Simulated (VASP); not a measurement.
Wanted: the native input for a VASP 6.6.1 run.

- Task: single point
- Functional: PBE
- Potentials or basis: VASP PAW PBE potentials, release 64 (Zn, Hg, O)
- Cutoff: 520 eV
- k mesh: 5 × 5 × 6
- Occupations: fermi-dirac, width 0.05 eV
- Spin: no spin polarisation
- Dipole correction: no
- Further INCAR settings: ALGO = Normal; EDIFF = 1e-06; NBANDS = 26

The structure of ZnHgO2 lies in POSCAR:

```
ZnHgO2
1.0
    4.0092200000      0.0000000000      0.0000000000
    0.0000000000      4.0092200000      0.0000000000
    0.0000000000      0.0000000000      3.3045900000
Zn Hg O
1 1 2
Direct
    0.0000000000      0.0000000000      0.0000000000
    0.5000000000      0.5000000000      0.5000000000
    0.5000000000      0.0000000000      0.0000000000
    0.0000000000      0.5000000000      0.0000000000
```

The input as run:

INCAR

```
SYSTEM = ZnHgO2
PREC = Accurate
ENCUT = 520
EDIFF = 1E-6
ISMEAR = -1
SIGMA = 0.05
LREAL = .FALSE.
LASPH = .TRUE.
NELM = 100
ALGO = Normal
ISIF = 2
LWAVE = .FALSE.
LCHARG = .FALSE.
GGA = PE
NBANDS = 26
```

KPOINTS

```
Automatic mesh
0
G
  5 5 6
  0 0 0
```

Potentials or basis: VASP PAW PBE potentials, release 64 (Zn, Hg, O).

Run with:

```console
$ cat potpaw_PBE.64/Zn/POTCAR potpaw_PBE.64/Hg/POTCAR potpaw_PBE.64/O/POTCAR > POTCAR
$ mpirun -np 1 vasp_std > vasp.out
```

Results of the run:

| Item | Value |
| --- | --- |
| Pressure | 0.9 GPa |
| Band gap on the k mesh | zero (band 18 reaches 2.23 eV, above the bottom of band 19 at 0.89 eV) |

Caveat: spin-orbit coupling is left out, which moves the levels of the heavy elements.

Wall time 13 s on 1 thread of Intel(R) Xeon(R) 6975P-C (Granite Rapids) (shared host), peak memory 0.18 GiB.
